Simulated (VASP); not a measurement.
Write the native input for VASP 6.6.1 that does the following.

```
Task                   : electric field gradients
Functional             : LDA
Potentials or basis    : VASP PAW LDA potentials, release 64 (Si)
Cutoff                 : 520 eV
k mesh                 : 12 × 12 × 12
Occupations            : gaussian, width 0.01 eV
Spin                   : no spin polarisation
Dipole correction      : no
Further INCAR settings : ALGO = Normal; EDIFF = 1e-08; NBANDS = 11
```

The structure of Si lies in POSCAR:

```
Si
1.0
    0.0000000000      2.7155000000      2.7155000000
    2.7155000000      0.0000000000      2.7155000000
    2.7155000000      2.7155000000      0.0000000000
Si
2
Direct
    0.0000000000      0.0000000000      0.0000000000
    0.2500000000      0.2500000000      0.2500000000
```

The input as run:

INCAR

```
SYSTEM = Si
PREC = Accurate ; ENCUT = 520
EDIFF = 1E-8 ; ISMEAR = 0
SIGMA = 0.01 ; LREAL = .False.
LASPH = .True. ; NELM = 100
ALGO = Normal ; ISIF = 2
LWAVE = .False. ; LCHARG = .False.
GGA = CA ; LEFG = .True.
NBANDS = 11
```

KPOINTS

```
Automatic mesh
0
Gamma
  12 12 12
  0 0 0
```

Potentials or basis: VASP PAW LDA potentials, release 64 (Si).

Launch:

```console
$ cat potpaw_LDA.64/Si/POTCAR > POTCAR
$ mpirun -np 1 vasp_std > vasp.out
```

It gave:

```json
{
  "Pressure": "-1.5 GPa",
  "Band gap on the k mesh": "0.47 eV (least direct gap 2.52 eV)",
  "Largest electric field gradient by atom": "zero within the noise of the run"
}
```

Wall time 41 s on 1 thread of Intel Xeon 8259CL (shared host), peak memory 0.15 GiB.
